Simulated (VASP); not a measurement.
Set up this calculation in VASP 6.6.1, as the native input.

| Item | Value |
| --- | --- |
| Task | single point |
| Functional | PBEsol |
| Potentials or basis | VASP PAW PBE potentials, release 64 (Al, O) |
| Cutoff | 520 eV |
| k mesh | 9 × 9 × 1 |
| Occupations | gaussian, width 0.1 eV |
| Spin | no spin polarisation |
| Dipole correction | yes |
| Further INCAR settings | ALGO = Normal; EDIFF = 1e-06; NBANDS = 16 |

The structure of Al3O lies in POSCAR:

```
Al3O
1.0
    2.8394270062      0.0000000000      0.0000000000
    0.0000000000      2.8394270062      0.0000000000
    0.0000000000      0.0000000000     19.6413451717
Al O
3 1
Direct
    0.5000000000      0.5000000000      0.2036520394
    0.0000000000      0.0000000000      0.3090064802
    0.5000000000      0.5000000000      0.4145003868
    0.6666666667      0.6666666667      0.4906454133
```

The input as run:

INCAR

```
ALGO = Normal
DIPOL = 0.5 0.5 0.354
EDIFF = 1E-6
ENCUT = 520
GGA = PS
IDIPOL = 3
ISIF = 2
ISMEAR = 0
LASPH = True
LCHARG = False
LDIPOL = True
LREAL = False
LWAVE = False
NBANDS = 16
NELM = 100
PREC = Accurate
SIGMA = 0.1
```

KPOINTS

```
k-points
0
Gamma
  9 9 1
```

Potentials or basis: VASP PAW PBE potentials, release 64 (Al, O).

The run is started by

```sh
$ cat potpaw_PBE.64/Al/POTCAR potpaw_PBE.64/O/POTCAR > POTCAR
$ mpirun -np 1 vasp_std > vasp.out
```

Results of the run:

```
Largest force : 1.753 eV/Å
```

Caveat: the PAW data sets were made with another functional, which shifts forces and pressure a little; an odd number of electrons without spin polarisation forces a metal; a magnetic or distorted state may lie lower.

It took 4.6 min on 1 thread of AMD EPYC 7R13, on a shared host, peak memory 0.26 GiB.
